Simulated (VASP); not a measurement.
Crystal: ZnCu.

```
CELL_PARAMETERS angstrom
2.92055 0.00000 0.00000
0.00000 2.92055 0.00000
0.00000 0.00000 2.92055
ATOMIC_POSITIONS crystal
Zn 0.50000 0.50000 0.50000
Cu 0.00000 0.00000 0.00000
```

```yaml
Program: VASP 6.6.1
Task: relaxation of cell and atoms
Functional: PBE
Potentials_or_basis: VASP PAW PBE potentials, release 64 (Zn, Cu)
Cutoff: 600 eV
k_mesh: 6 × 6 × 6
Occupations: gaussian, width 0.1 eV
Spin: no spin polarisation
```

At the start: pressure 6.8 GPa; volume 12.46 Å³/atom.

Problem. How do energy, volume and symmetry change on relaxing?

Solution. Over 3 steps the energy falls by 14.1 meV/atom and the volume is 13.15 Å³/atom (+5.6 %); space group Pm-3m (No. 221, to 0.05 Å).

The path:
```
step  energy change (eV)  largest force (eV/Å)  pressure (GPa)  volume (Å³)
   1              0.0000                0.0000            6.84        24.91
   2             -0.0242                0.0000           -2.18        26.88
   3             -0.0282                0.0000            0.02        26.31
```

Final structure:
```cif
data_structure
_symmetry_space_group_name_H-M 'P 1'
_symmetry_Int_Tables_number 1
_cell_length_a 2.9741
_cell_length_b 2.9741
_cell_length_c 2.9741
_cell_angle_alpha 90.000
_cell_angle_beta 90.000
_cell_angle_gamma 90.000
_cell_volume 26.31
loop_
_atom_site_label
_atom_site_type_symbol
_atom_site_fract_x
_atom_site_fract_y
_atom_site_fract_z
_atom_site_occupancy
Zn1 Zn 0.50000 0.50000 0.50000 1
Cu1 Cu 0.00000 0.00000 0.00000 1
```
